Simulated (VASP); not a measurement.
Input of a VASP 6.6.1 run:

File INCAR:

```
SYSTEM = Mg
PREC = Accurate
ENCUT = 600
EDIFF = 1E-6
ISMEAR = -1
SIGMA = 0.05
LREAL = .False.
LASPH = .True.
NELM = 100
ALGO = Normal
ISIF = 3
LWAVE = .False.
LCHARG = .False.
IBRION = 2
NSW = 80
EDIFFG = -0.005
```

The input KPOINTS:

```
regular mesh
0
Gamma
  10 10 5
  0 0 0
```

The input POSCAR:

```
Mg
1.0
    3.2093000000      0.0000000000      0.0000000000
   -1.6046500000      2.7793353284      0.0000000000
    0.0000000000      0.0000000000      5.2103000000
Mg
2
Direct
    0.6666666667      0.3333333333      0.7500000000
    0.3333333333      0.6666666667      0.2500000000
```

Potentials or basis: VASP PAW LDA potentials, release 64 (Mg).

Command:

```sh
$ cat potpaw_LDA.64/Mg/POTCAR > POTCAR
$ mpirun -np 1 vasp_std > vasp.out
```

(1) What does it give for the relaxed volume?

(2) Estimate the relaxed cell.

(3) What does it give for the band gap on the k mesh?

Answers

(1) 21.50 Å³/atom.

(2) a = 3.097 Å, b = 3.097 Å, c = 5.177 Å, α = 90.00°, β = 90.00°, γ = 120.00°.

(3) zero (band 2 reaches 3.38 eV, above the bottom of band 3 at 1.27 eV).
